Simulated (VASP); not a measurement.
Set up this calculation in VASP 6.6.1, as the native input.

* Task: single point
* Functional: PBE
* Potentials or basis: VASP PAW PBE potentials, release 64 (Bi_d, Br, F)
* Cutoff: 520 eV
* k mesh: 4 × 4 × 4
* Occupations: gaussian, width 0.1 eV
* Spin: no spin polarisation
* Dipole correction: no
* Further INCAR settings: ALGO = Normal; EDIFF = 1e-07; NBANDS = 30

The structure of BiBrF3 lies in POSCAR:

```
BiBrF3
1.0
    4.8141810200      0.0000000000      0.0000000000
    0.0000000000      4.8141810200      0.0000000000
    0.0000000000      0.0000000000      4.8141810200
Bi Br F
1 1 3
Direct
    0.0000000000      0.0000000000      0.0000000000
    0.5000000000      0.5000000000      0.5000000000
    0.5000000000      0.5000000000      0.0000000000
    0.0000000000      0.5000000000      0.5000000000
    0.5000000000      0.0000000000      0.5000000000
```

The cell was built from a structure type or drawn by symmetry, and may not be a known phase.

One way to write it, as run:

INCAR

```
SYSTEM = BiBrF3
ALGO = Normal ; EDIFF = 1E-7
ENCUT = 520 ; GGA = PE
ISIF = 2 ; ISMEAR = 0
LASPH = .True. ; LCHARG = .False.
LREAL = .False. ; LWAVE = .False.
NBANDS = 30 ; NELM = 100
PREC = Accurate ; SIGMA = 0.1
```

KPOINTS

```
k-points
0
Gamma
  4 4 4
  0 0 0
```

Potentials or basis: VASP PAW PBE potentials, release 64 (Bi_d, Br, F).

The run is started by

```bash
$ cat potpaw_PBE.64/Bi_d/POTCAR potpaw_PBE.64/Br/POTCAR potpaw_PBE.64/F/POTCAR > POTCAR
$ mpirun -np 1 vasp_std > vasp.out
```

It gave:

```json
{
 "Pressure": "-4.7 GPa",
 "Band gap on the k mesh": "zero (an odd number of electrons rules out a gap without spin polarisation)"
}
```

Caveat: the cell stands under tension; spin-orbit coupling is left out, which moves the levels of the heavy elements; an odd number of electrons without spin polarisation forces a metal; a magnetic or distorted state may lie lower.

Run time: 16 s on 1 thread of Intel(R) Xeon(R) 6975P-C (Granite Rapids) (shared host), peak memory 0.21 GiB.
